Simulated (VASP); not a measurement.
# Y in VASP: notebook

Aim: see how the results for Y move with the level of theory and the settings. Levels: PBE, r2SCAN. Tasks: single point.

Program: VASP 6.6.1. These are calculated values, not measurements. Logs are shortened: lines on timing, memory, paths and dates and some standing lists are left out, and cuts for length are marked.

**1. The cell of the first run**

The typed cell holds 8 atoms: a = 7.158 Å, b = 7.158 Å, c = 7.158 Å, α = 60.00°, β = 60.00°, γ = 60.00°.

This isn't the form of Y at room conditions, which is hcp.

**2. Single point, PBE**

Contents of INCAR:

```
SYSTEM = Y
PREC = Accurate
ENCUT = 520
EDIFF = 1E-6
ISMEAR = 0
SIGMA = 0.2
LREAL = .FALSE.
LASPH = .TRUE.
NELM = 80
ALGO = Fast
ISIF = 2
LWAVE = .FALSE.
LCHARG = .FALSE.
GGA = PE
NBANDS = 54
```

Contents of KPOINTS:

```
Automatic mesh
0
G
  4 4 4
  0 0 0
```

Contents of POSCAR:

```
Y
1.0
   -3.5788865957      6.1988134182      0.0000000000
   -7.1577731913      0.0000000000      0.0000000000
   -3.5788865957      2.0662711394      5.8446400266
Y
8
Direct
    0.7500000000      0.7500000000      0.7500000000
    0.2500000000      0.7500000000      0.2500000000
    0.7500000000      0.7500000000      0.2500000000
    0.2500000000      0.7500000000      0.7500000000
    0.7500000000      0.2500000000      0.2500000000
    0.2500000000      0.2500000000      0.7500000000
    0.7500000000      0.2500000000      0.7500000000
    0.2500000000      0.2500000000      0.2500000000
```

Potentials or basis: VASP PAW PBE potentials, release 64 (Y_sv).

The run is started by

```
cat potpaw_PBE.64/Y_sv/POTCAR > POTCAR
mpirun -np 1 vasp_std > vasp.out
```

OUTCAR:

```text
SYSTEM = Y
   PREC = Accurate
   ENCUT = 520
   EDIFF = 1E-6
   ISMEAR = 0
   LREAL = .FALSE.
   LASPH = .TRUE.
   NELM = 80
   ISIF = 2
   GGA = PE

 ion  position               nearest neighbor table
   1  0.750  0.750  0.750-   6 3.58   6 3.58   7 3.58   7 3.58   4 3.58   4 3.58   5 3.58   5 3.58
                             2 3.58   2 3.58   3 3.58   3 3.58
   2  0.250  0.750  0.250-   5 3.58   5 3.58   8 3.58   8 3.58   3 3.58   3 3.58   6 3.58   6 3.58
                             1 3.58   1 3.58   4 3.58   4 3.58
   3  0.750  0.750  0.250-   8 3.58   8 3.58   5 3.58   5 3.58   2 3.58   2 3.58   7 3.58   7 3.58
                             4 3.58   4 3.58   1 3.58   1 3.58
   4  0.250  0.750  0.750-   7 3.58   7 3.58   6 3.58   6 3.58   1 3.58   1 3.58   8 3.58   8 3.58
                             3 3.58   3 3.58   2 3.58   2 3.58
   5  0.750  0.250  0.250-   2 3.58   2 3.58   3 3.58   3 3.58   8 3.58   8 3.58   1 3.58   1 3.58
                             6 3.58   6 3.58   7 3.58   7 3.58
   6  0.250  0.250  0.750-   1 3.58   1 3.58   4 3.58   4 3.58   7 3.58   7 3.58   2 3.58   2 3.58
                             5 3.58   5 3.58   8 3.58   8 3.58
   7  0.750  0.250  0.750-   4 3.58   4 3.58   1 3.58   1 3.58   6 3.58   6 3.58   3 3.58   3 3.58
                             8 3.58   8 3.58   5 3.58   5 3.58
   8  0.250  0.250  0.250-   3 3.58   3 3.58   2 3.58   2 3.58   5 3.58   5 3.58   4 3.58   4 3.58
                             7 3.58   7 3.58   6 3.58   6 3.58

  LATTYP: Found a trigonal (rhomboedric) cell.
 ALAT       =     7.1580529983
 COS(alpha) =     0.5000390891

  Lattice vectors:

 A1 = (   0.0000000000,  -4.1325422788,   5.8446400266)
 A2 = (   3.5788865956,   2.0662711394,   5.8446400266)
 A3 = (  -3.5788865957,   2.0662711394,   5.8446400266)

Analysis of symmetry for initial positions (statically):
=====================================================================
 Subroutine PRICEL returns following result:

  LATTYP: Found a trigonal (rhomboedric) cell.
 ALAT       =     3.5790264992
 COS(alpha) =     0.5000390891

  Lattice vectors:

 A1 = (   0.0000000000,  -2.0662711394,   2.9223200133)
 A2 = (   1.7894432978,   1.0331355697,   2.9223200133)
 A3 = (  -1.7894432978,   1.0331355697,   2.9223200133)

   8 primitive cells build up your supercell.

 Routine SETGRP: Setting up the symmetry group for a
 trigonal (rhombohedral) supercell.

 Subroutine GETGRP returns: Found 12 space group operations
 (whereof 12 operations were pure point group operations)
 out of a pool of 12 trial point group operations.

The static configuration has the point symmetry D_3d.

Analysis of symmetry for dynamics (positions and initial velocities):
=====================================================================
 Subroutine PRICEL returns following result:

  LATTYP: Found a trigonal (rhomboedric) cell.
 ALAT       =     3.5790264992
 COS(alpha) =     0.5000390891

  Lattice vectors:

 A1 = (   0.0000000000,  -2.0662711394,   2.9223200133)
 A2 = (   1.7894432978,   1.0331355697,   2.9223200133)
 A3 = (  -1.7894432978,   1.0331355697,   2.9223200133)

   8 primitive cells build up your supercell.

 Routine SETGRP: Setting up the symmetry group for a
 trigonal (rhombohedral) supercell.

 Subroutine GETGRP returns: Found 12 space group operations
 (whereof 12 operations were pure point group operations)
 out of a pool of 12 trial point group operations.

The dynamic configuration has the point symmetry D_3d.

 Subroutine INISYM returns: Found 12 space group operations
 (whereof 12 operations are pure point group operations),
 and found     8 'primitive' translations

----------------------------------------------------------------------------------------

                                     Primitive cell

  volume of cell :      32.4156

  direct lattice vectors                    reciprocal lattice vectors
     0.000000000 -2.066271139  2.922320013     0.000000000 -0.322642394  0.114064624
     1.789443298  1.033135570  2.922320013     0.279416509  0.161321197  0.114064624
    -1.789443298  1.033135570  2.922320013    -0.279416509  0.161321197  0.114064624

  length of vectors
     3.579026499  3.579026499  3.579026499     0.342211707  0.342211707  0.342211707

  position of ions in fractional coordinates (direct lattice)
     0.500000000  0.500000000  0.500000000

  ion indices of the primitive-cell ions
   primitive index   ion index
                 1           1

----------------------------------------------------------------------------------------

 KPOINTS: Automatic mesh

Automatic generation of k-mesh.
 Grid dimensions read from file:
 generate k-points for:    4    4    4

 Generating k-lattice:

  Cartesian coordinates                     Fractional coordinates (reciprocal lattice)
     0.000000000  0.040330299 -0.014258078     0.250000000  0.000000000  0.000000000
    -0.034927064 -0.020165150 -0.014258078    -0.000000000  0.250000000 -0.000000000
     0.000000000  0.000000000  0.042774234     0.000000000  0.000000000  0.250000000

  Length of vectors
     0.042776463  0.042776463  0.042774234

  Shift w.r.t. Gamma in fractional coordinates (k-lattice)
     0.000000000  0.000000000  0.000000000

 Subroutine IBZKPT returns following result:
 ===========================================

 Found     13 irreducible k-points:

 Following reciprocal coordinates:
            Coordinates               Weight
  0.000000  0.000000  0.000000      1.000000
  0.250000  0.000000  0.000000      6.000000
  0.500000  0.000000  0.000000      3.000000
  0.250000  0.250000  0.000000      6.000000
  0.500000  0.250000  0.000000     12.000000
 -0.250000  0.250000  0.000000      6.000000
  0.500000  0.500000  0.000000      3.000000
  0.000000  0.000000  0.250000      2.000000
  0.500000  0.000000  0.250000      6.000000
 -0.250000  0.000000  0.250000      6.000000
 -0.250000  0.500000  0.250000      6.000000
 -0.250000 -0.250000  0.250000      6.000000
  0.000000  0.000000  0.500000      1.000000
   k-points           NKPTS =     13   k-points in BZ     NKDIM =     13   number of bands    NBANDS=     54
   number of dos      NEDOS =    301   number of ions     NIONS =      8
   total plane-waves  NPLWV = 157464
   dimension x,y,z NGX =    54 NGY =   54 NGZ =   54
   dimension x,y,z NGXF=   108 NGYF=  108 NGZF=  108
   ions per type =               8
   NGX,Y,Z   is equivalent  to a cutoff of  12.54, 12.54, 12.54 a.u.
   NGXF,Y,Z  is equivalent  to a cutoff of  25.08, 25.08, 25.08 a.u.
 SYSTEM =  Y
   PREC   = accura    normal or accurate (medium, high low for compatibility)
   ISTART =      0    job   : 0-new  1-cont  2-samecut
   ICHARG =      2    charge: 1-file 2-atom 10-const
   ISPIN  =      1    spin polarized calculation?
   LNONCOLLINEAR =      F non collinear calculations
   LSORBIT =      F    spin-orbit coupling
   LASPH  =      T    aspherical Exc in radial PAW
   ENCUT  =  520.0 eV  38.22 Ry    6.18 a.u.  13.31 13.31 13.31*2*pi/ulx,y,z
   NELM   =     80;   NELMIN=  2; NELMDL= -5     # of ELM steps
   EDIFF  = 0.1E-05   stopping-criterion for ELM
   LREAL  =      F    real-space projection
   EDIFFG = 0.1E-04   stopping-criterion for IOM
   NSW    =      0    number of steps for IOM
   IBRION =     -1    ionic relax: 0-MD 1-quasi-New 2-CG
   NFREE  =      0    steps in history (QN), initial steepest desc. (CG)
   ISIF   =      2    stress and relaxation
   ISYM   =      2    0-nonsym 1-usesym 2-fastsym
   POTIM  = 0.5000    time-step for ionic-motion
   TEBEG  =    0.0;   TEEND  =   0.0 temperature during run
   PSTRESS=    0.0 pullay stress
   NELECT =      88.0000    total number of electrons
   NUPDOWN=      -1.0000    fix difference up-down
   EMIN   =  10.00;   EMAX   =-10.00  energy-range for DOS
   EFERMI =   0.00;   METHOD = LEGACY
   ISMEAR =     0;   SIGMA  =   0.20  broadening in eV -4-tet -1-fermi 0-gaus
   EFERMI_NEDOS =   21; number of points for ismear=-14 and -15
   IALGO  =     68    algorithm
   IMIX   =      4    mixing-type and parameters
     AMIX     =   0.40;   BMIX     =  1.00
     AMIX_MAG =   1.60;   BMIX_MAG =  1.00
  volume/ion in A,a.u.               =      32.42       218.75
  Fermi-wavevector in a.u.,A,eV,Ry     =   1.141881  2.157843 17.740540  1.303893
  Thomas-Fermi vector in A             =   2.278581
   LORBIT       =      0    0 simple, 1 ext, 2 COOP (PROOUT), +10 PAW based schemes
   GGA     = PE    functional components
   LHFCALC =     F    Hartree Fock is set to
   AEXX    =    0.0000 exact exchange contribution
   IVDW    =     0    specifies the selected vdW correction
   LEPSILON=     F    determine dielectric tensor
   LRPA    =     F    only Hartree local field effects (RPA)
 non-spin polarized calculation
 RMM-DIIS sequential band-by-band and
 Gauss-broadening in eV      SIGMA  =   0.20
  energy-cutoff  :      520.00
  volume of cell :      259.32
 maximum number of plane-waves:      7046
 NGX is ok and might be reduce to    54

 number of electron      87.9999999 magnetization

 Free energy of the ion-electron system (eV)
  ---------------------------------------------------
  ext. energy  EPLUGINS =         0.00000000
  ---------------------------------------------------
  free energy    TOTEN  =       -51.39286852 eV

  energy without entropy =      -51.16722277  energy(sigma->0) =      -51.28004565

 E-fermi :   3.1092     XC(G=0):  -9.4750

 val. band max:        2.9892113432   @ k =  -0.2500   0.5000   0.2500
 cond. band min:       3.1610763692   @ k =   0.5000   0.2500   0.0000
 fundamental gap:      0.1718650259
 Fermi energy:         3.1091520541

 k-point     1 :       0.0000    0.0000    0.0000
  band No.  band energies     occupation
      1     -39.5561      2.00000
      2     -39.4899      2.00000
      3     -39.4899      2.00000
      4     -39.4899      2.00000
      5     -39.4899      2.00000
      6     -39.4682      2.00000
[... 46 lines left out ...]
     53       4.7689      0.00000
     54       4.9416      0.00000
[... 682 lines left out ...]
     53       3.9971      0.00000
     54       3.9971      0.00000

------------------------ aborting loop because EDIFF is reached ----------------------------------------

  FORCE on cell =-STRESS in cart. coord.  units (eV):
  Direction    XX          YY          ZZ          XY          YZ          ZX
  --------------------------------------------------------------------------------------
  -------------------------------------------------------------------------------------
  Total       -0.1319971     -0.1319971     -0.1384345      0.0000000      0.0000000      0.0000000
  in kB       -0.8155127     -0.8155127     -0.8552846      0.0000000      0.0000000      0.0000000
  external PRESSURE =      -0.8287700 kB  Pullay stress =       0.0000000 kB

 VOLUME and BASIS-vectors are now :
 -----------------------------------------------------------------------------
  energy-cutoff  :      520.00
  volume of cell :      259.32
      direct lattice vectors                 reciprocal lattice vectors
    -3.578886596  6.198813418  0.000000000     0.000000000  0.161321197 -0.057032312
    -7.157773191  0.000000000  0.000000000    -0.139708255 -0.080660598 -0.057032312
    -3.578886596  2.066271139  5.844640027     0.000000000  0.000000000  0.171096936

 POSITION                                       TOTAL-FORCE (eV/Angst)
 -----------------------------------------------------------------------------------
    -10.73666      6.19881      4.38348        -0.000000      0.000000     -0.000000
     -7.15777      2.06627      1.46116        -0.000000     -0.000000      0.000000
     -8.94722      5.16568      1.46116         0.000000      0.000000     -0.000000
     -8.94722      3.09941      4.38348         0.000000     -0.000000     -0.000000
     -5.36833      5.16568      1.46116        -0.000000     -0.000000      0.000000
     -5.36833      3.09941      4.38348         0.000000      0.000000     -0.000000
     -7.15777      6.19881      4.38348         0.000000     -0.000000      0.000000
     -3.57889      2.06627      1.46116        -0.000000      0.000000      0.000000
 -----------------------------------------------------------------------------------
    total drift:                               -0.000000     -0.000000     -0.000000

  FREE ENERGIE OF THE ION-ELECTRON SYSTEM (eV)
  ---------------------------------------------------
  free  energy   TOTEN  =       -51.3928685247 eV

  energy  without entropy=      -51.1672227696  energy(sigma->0) =      -51.28004565
```

Wall time 14 min (1 thread of Oxide Virtual Turin-like, shared host); peak memory 0.42 GiB.

Results:

| Item | Value |
| --- | --- |
| Free energy | -51.3929 eV |
| Pressure | -0.1 GPa |
| Band gap on the k mesh | zero (bands 44 and 45 overlap by 0.92 eV) |

**3. Single point, r2SCAN**

This run uses another cell than the first one: it holds 1 atom, not 8.

Contents of POSCAR:

```
Y
1.0
    1.7894432978      1.0331355697      2.9223200133
   -1.7894432978      1.0331355697      2.9223200133
    0.0000000000     -2.0662711394      2.9223200133
Y
1
Direct
    0.5000000000      0.5000000000      0.5000000000
```

Contents of INCAR.step1:

```
SYSTEM = Y
  PREC = Accurate
  ENCUT = 520
  ISMEAR = 0
  SIGMA = 0.1
  LREAL = .False.
  LASPH = .True.
  NELM = 100
  NBANDS = 12
  GGA = PE
  ALGO = Normal
  EDIFF = 1E-4
  LWAVE = .True.
  LCHARG = .False.
```

Contents of INCAR.step2:

```
SYSTEM = Y
  PREC = Accurate
  ENCUT = 520
  EDIFF = 1E-7
  ISMEAR = 0
  SIGMA = 0.1
  LREAL = .False.
  LASPH = .True.
  NELM = 100
  ALGO = Normal
  ISIF = 2
  LWAVE = .False.
  LCHARG = .False.
  METAGGA = R2SCAN
  LMIXTAU = .True.
  NBANDS = 12
  ISTART = 1
```

Contents of KPOINTS:

```
regular mesh
0
Gamma
  18 18 18
  0 0 0
```

Potentials or basis: VASP PAW PBE potentials, release 64 (Y_sv).

The run is started by

```
cat potpaw_PBE.64/Y_sv/POTCAR > POTCAR
cp INCAR.step1 INCAR
mpirun -np 1 vasp_std > vasp.out
cp INCAR.step2 INCAR
mpirun -np 1 vasp_std > vasp.out
```

It took 29 min on 1 thread of Oxide Virtual Turin-like, shared host; peak memory 0.35 GiB.

The run converged. Its results:

* Free energy: -20.2240 eV
* Pressure: 1.0 GPa
* Band gap on the k mesh: zero (an odd number of electrons rules out a gap without spin polarisation)

Levels at points of the mesh, in eV from the Fermi level:
| k point | band 1 | band 2 | band 3 | band 4 | band 5 | band 6 | band 7 | band 8 | band 9 | band 10 |
| --- | --- | --- | --- | --- | --- | --- | --- | --- | --- | --- |
| (0.00, 0.00, 0.00) | -44.17 | -23.19 | -23.19 | -23.19 | -5.01 | 2.06 | 2.06 | 2.06 | 4.21 | 4.21 |
| (0.50, 0.00, 0.00) | -44.09 | -23.80 | -23.27 | -23.27 | -2.01 | 0.46 | 1.87 | 1.87 | 5.67 | 5.67 |
| (0.50, 0.50, 0.00) | -44.07 | -23.76 | -23.41 | -23.41 | -1.81 | -0.85 | 2.05 | 5.71 | 6.08 | 6.08 |
| (0.50, 0.50, 0.50) | -44.09 | -23.80 | -23.27 | -23.27 | -2.01 | 0.46 | 1.87 | 1.87 | 5.67 | 5.67 |

Caveat: the PAW data sets were made with another functional, which shifts forces and pressure a little.

The gap in the log of VASP goes by the Fermi energy; the results here count the filled bands.